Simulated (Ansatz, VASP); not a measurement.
## Two plane-wave programs on WSe2

The input INCAR:

```
  PREC = Accurate
  ENCUT = 500
  EDIFF = 1E-6
  ISMEAR = 0
  SIGMA = 0.05
  LREAL = False
  LASPH = True
  NELM = 200
  ALGO = Normal
  ISIF = 2
  LWAVE = False
  LCHARG = True
  ISPIN = 2
  MAGMOM = 2 -2 0 0 0 0
  LORBIT = 11
  LMAXMIX = 4
  GGA = PE
  LELF = True
  LVHAR = True
  NBANDS = 39
  GGA_COMPAT = False
```

File KPOINTS:

```
regular mesh
0
Gamma
  8 8 2
```

POSCAR

```
WSe2
1.0
    3.2888832917      0.0000000000      0.0000000000
   -1.6444416458      2.8482564807      0.0000000000
    0.0000000000      0.0000000000     12.9788012612
W Se
2 4
Direct
    0.3333333333      0.6666666667      0.2500000000
    0.6666666667      0.3333333333      0.7500000000
    0.3333333333      0.6666666667      0.6203128552
    0.6666666667      0.3333333333      0.1203128549
    0.3333333333      0.6666666667      0.8796871448
    0.6666666667      0.3333333333      0.3796871451
```

Input for Ansatz:

```yaml
crystal:
  lattice:
    - [3.288883291738, -2.885765257876e-11, 0.0]
    - [-1.644441645844, 2.848256480742, 0.0]
    - [0.0, 0.0, 12.97880126116]
  atoms:
    - { symbol: W, position: [0.3333333333333, 0.6666666666667, 0.25], spin: 2.0 }
    - { symbol: W, position: [0.6666666666667, 0.3333333333333, 0.75], spin: -2.0 }
    - { symbol: Se, position: [0.3333333333333, 0.6666666666667, 0.6203128552282] }
    - { symbol: Se, position: [0.6666666666667, 0.3333333333333, 0.1203128549302] }
    - { symbol: Se, position: [0.3333333333333, 0.6666666666667, 0.8796871447718] }
    - { symbol: Se, position: [0.6666666666667, 0.3333333333333, 0.3796871450698] }
basis:
  ecutwfc: "550 eV"
  ecutrho_ratio: 4
kpoints:
  mp_grid: { grid: [8, 8, 2] }
hamiltonian:
  xc: pbe
scf:
  occupations: { method: gaussian, width: 0.05 }
output:
  forces: true
  stress: true
magnetization:
  spin_polarized: true
```

Alike in both runs: task single point; functional PBE; k mesh 8 × 8 × 2; occupations gaussian, width 0.05 eV; collinear spin.

|  | VASP | Ansatz |
| --- | --- | --- |
| version | VASP 6.6.1 | Ansatz 0.2.0 |
| potentials or method | VASP PAW PBE potentials, release 64 (W_sv, Se), cutoff 500 eV | scalar-relativistic, plane waves, PAW |
| valence electrons in the cell | 52 | 92 |

```tsv
	VASP	Ansatz	Ansatz less VASP
gap on the k mesh at the Fermi level (eV)	1.08	1.08	+0.005
pressure (GPa)	3.2	2.9	-0.32
traceless stress, the component that is largest in VASP (GPa)	0.10	0.02	-0.081
rms of the force components (eV/Å)	0.020	0.002	-0.0183
net moment per atom (μB)	0.00	0.00	0.000
```

Atom by atom the forces differ by 0.022 eV/Å (rms over components). VASP's potentials hold 52 valence electrons a cell and Ansatz's 92, so a difference there can come from the potentials and not from the codes. Ansatz's warnings: seeded moment not kept.

Neither program's run includes spin-orbit coupling.
